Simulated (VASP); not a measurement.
# BAs (F-43m) in VASP: further runs

BAs is run at these levels: PBE, HSE06; tasks: single point.

Everything below comes from runs of VASP 6.6.1. Logs are shortened: lines on timing, memory, paths and dates and some standing lists are left out, and cuts for length are marked.

## (1) The cell of the first run

Symmetry: F-43m, No. 216, cubic system. The conventional cell has a = 4.809 Å, b = 4.809 Å, c = 4.809 Å, α = 90.00°, β = 90.00°, γ = 90.00°. Within 2.8 Å of B (site symmetry -43m) lie 4 As at 2.08 Å. As (site symmetry -43m) has 4 B at 2.08 Å within 2.8 Å.

## (2) Single point, PBE

The input, INCAR:

```
SYSTEM = BAs
PREC = Accurate ; ENCUT = 500
EDIFF = 1E-6 ; ISMEAR = -1
SIGMA = 0.01 ; LREAL = Auto
LASPH = .TRUE. ; NELM = 120
ALGO = Normal ; ISIF = 2
LWAVE = .FALSE. ; LCHARG = .FALSE.
GGA = PE ; NBANDS = 141
GGA_COMPAT = .FALSE.
```

The input, KPOINTS:

```
Automatic mesh
0
Gamma
  1 1 1
  0.25 0.25 0.25
```

The input, POSCAR:

```
BAs
1.0
    0.0000000000      7.2140126950      7.2140126950
    7.2140126950      0.0000000000      7.2140126950
    7.2140126950      7.2140126950      0.0000000000
B As
27 27
Direct
    0.2500000000      0.2500000000      0.2500000000
    0.2500000000      0.2500000000      0.5833333333
    0.2500000000      0.2500000000      0.9166666667
    0.2500000000      0.5833333333      0.2500000000
    0.2500000000      0.5833333333      0.5833333333
    0.2500000000      0.5833333333      0.9166666667
    0.2500000000      0.9166666667      0.2500000000
    0.2500000000      0.9166666667      0.5833333333
    0.2500000000      0.9166666667      0.9166666667
    0.5833333333      0.2500000000      0.2500000000
    0.5833333333      0.2500000000      0.5833333333
    0.5833333333      0.2500000000      0.9166666667
    0.5833333333      0.5833333333      0.2500000000
    0.5833333333      0.5833333333      0.5833333333
    0.5833333333      0.5833333333      0.9166666667
    0.5833333333      0.9166666667      0.2500000000
    0.5833333333      0.9166666667      0.5833333333
    0.5833333333      0.9166666667      0.9166666667
    0.9166666667      0.2500000000      0.2500000000
    0.9166666667      0.2500000000      0.5833333333
    0.9166666667      0.2500000000      0.9166666667
    0.9166666667      0.5833333333      0.2500000000
    0.9166666667      0.5833333333      0.5833333333
    0.9166666667      0.5833333333      0.9166666667
    0.9166666667      0.9166666667      0.2500000000
    0.9166666667      0.9166666667      0.5833333333
    0.9166666667      0.9166666667      0.9166666667
    0.0000000000      0.0000000000      0.0000000000
    0.0000000000      0.0000000000      0.3333333333
    0.0000000000      0.0000000000      0.6666666667
    0.0000000000      0.3333333333      0.0000000000
    0.0000000000      0.3333333333      0.3333333333
    0.0000000000      0.3333333333      0.6666666667
    0.0000000000      0.6666666667      0.0000000000
    0.0000000000      0.6666666667      0.3333333333
    0.0000000000      0.6666666667      0.6666666667
    0.3333333333      0.0000000000      0.0000000000
    0.3333333333      0.0000000000      0.3333333333
    0.3333333333      0.0000000000      0.6666666667
    0.3333333333      0.3333333333      0.0000000000
    0.3333333333      0.3333333333      0.3333333333
    0.3333333333      0.3333333333      0.6666666667
    0.3333333333      0.6666666667      0.0000000000
    0.3333333333      0.6666666667      0.3333333333
    0.3333333333      0.6666666667      0.6666666667
    0.6666666667      0.0000000000      0.0000000000
    0.6666666667      0.0000000000      0.3333333333
    0.6666666667      0.0000000000      0.6666666667
    0.6666666667      0.3333333333      0.0000000000
    0.6666666667      0.3333333333      0.3333333333
    0.6666666667      0.3333333333      0.6666666667
    0.6666666667      0.6666666667      0.0000000000
    0.6666666667      0.6666666667      0.3333333333
    0.6666666667      0.6666666667      0.6666666667
```

Potentials or basis: VASP PAW PBE potentials, release 64 (B, As).

On the command line:

```sh
> cat potpaw_PBE.64/B/POTCAR potpaw_PBE.64/As/POTCAR > POTCAR
> mpirun -np 1 vasp_std > vasp.out
```

OUTCAR:

```text
SYSTEM = BAs
   PREC = Accurate
   ENCUT = 500
   EDIFF = 1E-6
   ISMEAR = -1
   LREAL = Auto
   LASPH = .TRUE.
   NELM = 120
   ISIF = 2
   GGA = PE

 ion  position               nearest neighbor table
   1  0.250  0.250  0.250-  41 2.08  38 2.08  40 2.08  32 2.08
   2  0.250  0.250  0.583-  33 2.08  39 2.08  41 2.08  42 2.08
   3  0.250  0.250  0.917-  40 2.08  37 2.08  31 2.08  42 2.08
   4  0.250  0.583  0.250-  35 2.08  41 2.08  43 2.08  44 2.08
   5  0.250  0.583  0.583-  36 2.08  42 2.08  44 2.08  45 2.08
   6  0.250  0.583  0.917-  34 2.08  40 2.08  43 2.08  45 2.08
[... 46 lines left out ...]
  53  0.667  0.667  0.333-  14 2.08  16 2.08  22 2.08  13 2.08
  54  0.667  0.667  0.667-  15 2.08  17 2.08  23 2.08  14 2.08

  LATTYP: Found a face centered cubic cell.
 ALAT       =    14.4280253900

  Lattice vectors:

 A1 = (   0.0000000000,   7.2140126950,   7.2140126950)
 A2 = (   7.2140126950,   0.0000000000,   7.2140126950)
 A3 = (   7.2140126950,   7.2140126950,   0.0000000000)

Analysis of symmetry for initial positions (statically):
=====================================================================
 Subroutine PRICEL returns following result:

  LATTYP: Found a face centered cubic cell.
 ALAT       =     4.8093417962

  Lattice vectors:

 A1 = (   0.0000000000,   2.4046708981,   2.4046708981)
 A2 = (   2.4046708981,   0.0000000000,   2.4046708981)
 A3 = (   2.4046708981,   2.4046708981,   0.0000000000)

  27 primitive cells build up your supercell.

 Routine SETGRP: Setting up the symmetry group for a
 face centered cubic supercell.

 Subroutine GETGRP returns: Found 24 space group operations
 (whereof 24 operations were pure point group operations)
 out of a pool of 48 trial point group operations.

The static configuration has the point symmetry T_d .

Analysis of symmetry for dynamics (positions and initial velocities):
=====================================================================
 Subroutine PRICEL returns following result:

  LATTYP: Found a face centered cubic cell.
 ALAT       =     4.8093417962

  Lattice vectors:

 A1 = (   0.0000000000,   2.4046708981,   2.4046708981)
 A2 = (   2.4046708981,   0.0000000000,   2.4046708981)
 A3 = (   2.4046708981,   2.4046708981,   0.0000000000)

  27 primitive cells build up your supercell.

 Routine SETGRP: Setting up the symmetry group for a
 face centered cubic supercell.

 Subroutine GETGRP returns: Found 24 space group operations
 (whereof 24 operations were pure point group operations)
 out of a pool of 48 trial point group operations.

The dynamic configuration has the point symmetry T_d .

 Subroutine INISYM returns: Found 24 space group operations
 (whereof 24 operations are pure point group operations),
 and found    27 'primitive' translations

----------------------------------------------------------------------------------------

                                     Primitive cell

  volume of cell :      27.8097

  direct lattice vectors                    reciprocal lattice vectors
     0.000000000  2.404670898  2.404670898    -0.207928661  0.207928661  0.207928661
     2.404670898  0.000000000  2.404670898     0.207928661 -0.207928661  0.207928661
     2.404670898  2.404670898  0.000000000     0.207928661  0.207928661 -0.207928661

  length of vectors
     3.400718197  3.400718197  3.400718197     0.360143005  0.360143005  0.360143005

  position of ions in fractional coordinates (direct lattice)
     0.750000000  0.750000000  0.750000000
     1.000000000  1.000000000  1.000000000

  ion indices of the primitive-cell ions
   primitive index   ion index
                 1           1
                 2          41

----------------------------------------------------------------------------------------

 KPOINTS: Automatic mesh

Automatic generation of k-mesh.
 Grid dimensions read from file:
 generate k-points for:    1    1    1

 Generating k-lattice:

  Cartesian coordinates                     Fractional coordinates (reciprocal lattice)
    -0.069309554  0.069309554  0.069309554     1.000000000  0.000000000  0.000000000
     0.069309554 -0.069309554  0.069309554     0.000000000  1.000000000  0.000000000
     0.069309554  0.069309554 -0.069309554     0.000000000  0.000000000  1.000000000

  Length of vectors
     0.120047668  0.120047668  0.120047668

  Shift w.r.t. Gamma in fractional coordinates (k-lattice)
     0.250000000  0.250000000  0.250000000

 Subroutine IBZKPT returns following result:
 ===========================================

 Found      1 irreducible k-points:

 Following reciprocal coordinates:
            Coordinates               Weight
  0.250000  0.250000  0.250000      8.000000
   k-points           NKPTS =      1   k-points in BZ     NKDIM =      1   number of bands    NBANDS=    141
   number of dos      NEDOS =    301   number of ions     NIONS =     54
   total plane-waves  NPLWV = 512000
   dimension x,y,z NGX =    80 NGY =   80 NGZ =   80
   dimension x,y,z NGXF=   160 NGYF=  160 NGZF=  160
   ions per type =              27  27
   NGX,Y,Z   is equivalent  to a cutoff of  13.04, 13.04, 13.04 a.u.
   NGXF,Y,Z  is equivalent  to a cutoff of  26.07, 26.07, 26.07 a.u.
 SYSTEM =  BAs
   PREC   = accura    normal or accurate (medium, high low for compatibility)
   ISTART =      0    job   : 0-new  1-cont  2-samecut
   ICHARG =      2    charge: 1-file 2-atom 10-const
   ISPIN  =      1    spin polarized calculation?
   LNONCOLLINEAR =      F non collinear calculations
   LSORBIT =      F    spin-orbit coupling
   LASPH  =      T    aspherical Exc in radial PAW
   ENCUT  =  500.0 eV  36.75 Ry    6.06 a.u.  18.60 18.60 18.60*2*pi/ulx,y,z
   NELM   =    120;   NELMIN=  2; NELMDL= -5     # of ELM steps
   EDIFF  = 0.1E-05   stopping-criterion for ELM
   LREAL  =      T    real-space projection
   EDIFFG = 0.1E-04   stopping-criterion for IOM
   NSW    =      0    number of steps for IOM
   IBRION =     -1    ionic relax: 0-MD 1-quasi-New 2-CG
   NFREE  =      0    steps in history (QN), initial steepest desc. (CG)
   ISIF   =      2    stress and relaxation
   ISYM   =      2    0-nonsym 1-usesym 2-fastsym
   POTIM  = 0.5000    time-step for ionic-motion
   TEBEG  =    0.0;   TEEND  =   0.0 temperature during run
   PSTRESS=    0.0 pullay stress
   NELECT =     216.0000    total number of electrons
   NUPDOWN=      -1.0000    fix difference up-down
   EMIN   =  10.00;   EMAX   =-10.00  energy-range for DOS
   EFERMI =   0.00;   METHOD = LEGACY
   ISMEAR =    -1;   SIGMA  =   0.01  broadening in eV -4-tet -1-fermi 0-gaus
   EFERMI_NEDOS =   21; number of points for ismear=-14 and -15
   IALGO  =     38    algorithm
   IMIX   =      4    mixing-type and parameters
     AMIX     =   0.40;   BMIX     =  1.00
     AMIX_MAG =   1.60;   BMIX_MAG =  1.00
  volume/ion in A,a.u.               =      13.90        93.83
  Fermi-wavevector in a.u.,A,eV,Ry     =   1.080702  2.042230 15.890465  1.167916
  Thomas-Fermi vector in A             =   2.216699
   LORBIT       =      0    0 simple, 1 ext, 2 COOP (PROOUT), +10 PAW based schemes
   GGA     = PE    functional components
   LHFCALC =     F    Hartree Fock is set to
   AEXX    =    0.0000 exact exchange contribution
   IVDW    =     0    specifies the selected vdW correction
   LEPSILON=     F    determine dielectric tensor
   LRPA    =     F    only Hartree local field effects (RPA)
 non-spin polarized calculation
  energy-cutoff  :      500.00
  volume of cell :      750.86
 maximum number of plane-waves:     19071
 NGX is ok and might be reduce to    80

 number of electron     215.9999999 magnetization

 Free energy of the ion-electron system (eV)
  ---------------------------------------------------
  ext. energy  EPLUGINS =         0.00000000
  ---------------------------------------------------
  free energy    TOTEN  =      -300.17832604 eV

  energy without entropy =     -300.17832604  energy(sigma->0) =     -300.17832604

 E-fermi :   6.0379     XC(G=0): -10.4713

 val. band max:        5.7369037751   @ k =   0.2500   0.2500   0.2500
 cond. band min:       7.4744388032   @ k =   0.2500   0.2500   0.2500
 fundamental gap:      1.7375350281
 Fermi energy:         6.0379274163

 k-point     1 :       0.2500    0.2500    0.2500
  band No.  band energies     occupation
      1      -9.1683      2.00000
      2      -8.2981      2.00000
      3      -7.7482      2.00000
      4      -7.7482      2.00000
      5      -7.7482      2.00000
      6      -7.4365      2.00000
[... 112 lines left out ...]
    119       8.8554      0.00000
    120       8.8554      0.00000
 [bands above 120 left out]

------------------------ aborting loop because EDIFF is reached ----------------------------------------

  FORCE on cell =-STRESS in cart. coord.  units (eV):
  Direction    XX          YY          ZZ          XY          YZ          ZX
  --------------------------------------------------------------------------------------
  -------------------------------------------------------------------------------------
  Total        8.0457473      8.0457473      8.0457473     -0.0000000     -0.0000000     -0.0000000
  in kB       17.1678641     17.1678641     17.1678641     -0.0000000     -0.0000000     -0.0000000
  external PRESSURE =      17.1678641 kB  Pullay stress =       0.0000000 kB

 VOLUME and BASIS-vectors are now :
 -----------------------------------------------------------------------------
  energy-cutoff  :      500.00
  volume of cell :      750.86
      direct lattice vectors                 reciprocal lattice vectors
     0.000000000  7.214012695  7.214012695    -0.069309554  0.069309554  0.069309554
     7.214012695  0.000000000  7.214012695     0.069309554 -0.069309554  0.069309554
     7.214012695  7.214012695  0.000000000     0.069309554  0.069309554 -0.069309554

 POSITION                                       TOTAL-FORCE (eV/Angst)
 -----------------------------------------------------------------------------------
      3.60701      3.60701      3.60701        -0.000000      0.000000      0.000000
      6.01168      6.01168      3.60701         0.000000      0.000000      0.000000
      8.41635      8.41635      3.60701         0.000000      0.000000      0.000000
      6.01168      3.60701      6.01168         0.000000      0.000000     -0.000000
      8.41635      6.01168      6.01168        -0.000000     -0.000000      0.000000
     10.82102      8.41635      6.01168        -0.000000      0.000000      0.000000
[... 46 lines left out ...]
      7.21401      7.21401      9.61868         0.000000     -0.000000      0.000000
      9.61868      9.61868      9.61868        -0.000000     -0.000000     -0.000000
 -----------------------------------------------------------------------------------
    total drift:                                0.000001      0.000001      0.000001

  FREE ENERGIE OF THE ION-ELECTRON SYSTEM (eV)
  ---------------------------------------------------
  free  energy   TOTEN  =      -300.1783260386 eV

  energy  without entropy=     -300.1783260386  energy(sigma->0) =     -300.17832604
```

Wall time 7.5 min (1 thread of Intel Xeon 8259CL, shared host); peak memory 0.93 GiB.

What came out:

```
Free energy            : -300.1783 eV
Pressure               : 1.7 GPa
Band gap on the k mesh : 1.74 eV
```

Levels at points of the mesh, in eV from the valence-band top:
```csv
k point,band 106,band 107,band 108,band 109,band 110,band 111
"(0.25, 0.25, 0.25)",-0.82,0.00,0.00,1.74,1.74,1.74
```

Caveat: the k points lie up to 0.75 Å⁻¹ apart; a shifted mesh leaves out Γ, where band edges can lie. A k mesh can miss the band edges.

## (3) Single point, HSE06

This run uses another cell than the first one: it holds 2 atoms, not 54.

The input, POSCAR:

```
BAs
1.0
    0.0000000000      2.4046708983      2.4046708983
    2.4046708983      0.0000000000      2.4046708983
    2.4046708983      2.4046708983      0.0000000000
B As
1 1
Direct
    0.7500000005      0.7500000005      0.7500000005
    0.0000000000      0.0000000000      0.0000000000
```

The input, INCAR.step1:

```
SYSTEM = BAs
PREC     = Accurate       ! precision mode
ENCUT    = 420            ! plane-wave cutoff, eV
EDIFF    = 1E-5           ! SCF threshold, eV
ISMEAR   = -1             ! smearing method
SIGMA    = 0.01           ! smearing width, eV
LREAL    = .FALSE.        ! projectors in reciprocal space
LASPH    = .TRUE.         ! aspherical terms in the spheres
NELM     = 120            ! most SCF steps
ALGO     = Normal         ! electronic algorithm
ISIF     = 2              ! what is computed and relaxed
LWAVE    = .TRUE.         ! write WAVECAR
NBANDS   = 11             ! bands
GGA      = PE             ! functional
GGA_COMPAT= .FALSE.
```

The input, INCAR.step2:

```
SYSTEM = BAs
PREC     = Accurate       ! precision mode
ENCUT    = 420            ! plane-wave cutoff, eV
EDIFF    = 1E-6           ! SCF threshold, eV
ISMEAR   = -1             ! smearing method
SIGMA    = 0.01           ! smearing width, eV
LREAL    = .FALSE.        ! projectors in reciprocal space
LASPH    = .TRUE.         ! aspherical terms in the spheres
NELM     = 120            ! most SCF steps
ALGO     = Normal         ! electronic algorithm
ISIF     = 2              ! what is computed and relaxed
LWAVE    = .FALSE.        ! write WAVECAR
LCHARG   = .TRUE.         ! write CHGCAR
GGA      = PE             ! functional
LHFCALC  = .TRUE.         ! exact exchange
HFSCREEN = 0.2079         ! screening, 1/A
PRECFOCK = Normal       
LELF     = .TRUE.         ! ELF
LVHAR    = .TRUE.       
NBANDS   = 11             ! bands
ISTART   = 1            
GGA_COMPAT= .FALSE.
```

The input, KPOINTS:

```
regular mesh
0
G
  6 6 6
  0 0 0
```

Potentials or basis: VASP PAW PBE potentials, release 64 (B, As).

On the command line:

```sh
> cat potpaw_PBE.64/B/POTCAR potpaw_PBE.64/As/POTCAR > POTCAR
> cp INCAR.step1 INCAR
> mpirun -np 1 vasp_std > vasp.out
> cp INCAR.step2 INCAR
> mpirun -np 1 vasp_std > vasp.out
```

It took 8.2 min on 1 thread of Intel Xeon 8259CL, shared host; peak memory 0.25 GiB.

The run converged. Its results:

```
Free energy            : -13.2352 eV
Pressure               : -3.4 GPa
Band gap on the k mesh : 1.96 eV (least direct gap 4.09 eV)
```

Levels at points of the mesh, in eV from the valence-band top:
```
           k point  band 2  band 3  band 4  band 5  band 6  band 7
(0.00, 0.00, 0.00)    0.00    0.00    0.00    4.09    4.09    4.09
(0.50, 0.00, 0.00)   -9.54   -1.95   -1.95    3.43    5.67    5.67
(0.50, 0.50, 0.00)   -9.36   -4.37   -4.37    2.10    2.16   12.74
```

Caveat: the cell stands under tension; the PAW data sets were made with another functional, which shifts forces and pressure a little. A k mesh can miss the band edges.
